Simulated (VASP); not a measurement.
**B2C3: single point with PBE**

The system is B2C3.

```xyz
5
Lattice="3.4740 0.0000 0.0000 -1.7370 3.0085 0.0000 0.0000 0.0000 5.7218" Properties=species:S:1:pos:R:3 pbc="T T T"
B     0.0000    2.0057    2.0899
B     0.0000    2.0057    3.6319
C     0.0000    2.0057    5.0446
C     0.0000    2.0057    0.6772
C     1.7370    1.0028    0.0000
```

The cell was generated, and may not be a known phase.

| Item | Value |
| --- | --- |
| Program | VASP 6.6.1 |
| Task | single point |
| Functional | PBE |
| Potentials or basis | VASP PAW PBE potentials, release 64 (B, C) |
| Cutoff | 520 eV |
| k mesh | 12 × 12 × 8 |
| Occupations | gaussian, width 0.1 eV |
| Spin | no spin polarisation |
| Dipole correction | no |
| Further INCAR settings | ALGO = Normal; EDIFF = 1e-06; NBANDS = 17 |

* Pressure: -0.1 GPa
* Largest force: 0.043 eV/Å
* Band gap on the k mesh: zero (bands 9 and 10 overlap by 1.37 eV)

Forces on the atoms (eV/Å):
```
B    0.000  0.000  0.008
B    0.000  0.000 -0.008
C    0.000  0.000 -0.043
C    0.000  0.000  0.043
C    0.000  0.000  0.000
```

Stress tensor (GPa, compression positive):
```
-0.02  0.00  0.00
 0.00 -0.02  0.00
 0.00  0.00 -0.11
```

Levels at points of the mesh, in eV from the Fermi level:
```tsv
k point	band 6	band 7	band 8	band 9	band 10	band 11	band 12	band 13
(0.00, 0.00, 0.00)	-4.96	-4.96	0.08	0.72	0.72	1.21	1.21	3.01
(0.50, 0.00, 0.00)	-5.65	-3.28	-3.18	-0.91	0.62	1.01	2.76	3.45
(0.00, 0.00, 0.50)	-4.86	-4.86	-0.27	-0.27	0.07	1.19	1.19	5.81
(0.50, 0.00, 0.50)	-5.98	-4.29	-2.61	-0.96	0.20	2.28	3.49	5.00
```

Run time: 47 s on 1 thread of Intel(R) Xeon(R) 6975P-C (Granite Rapids), on a shared host, peak memory 0.22 GiB.
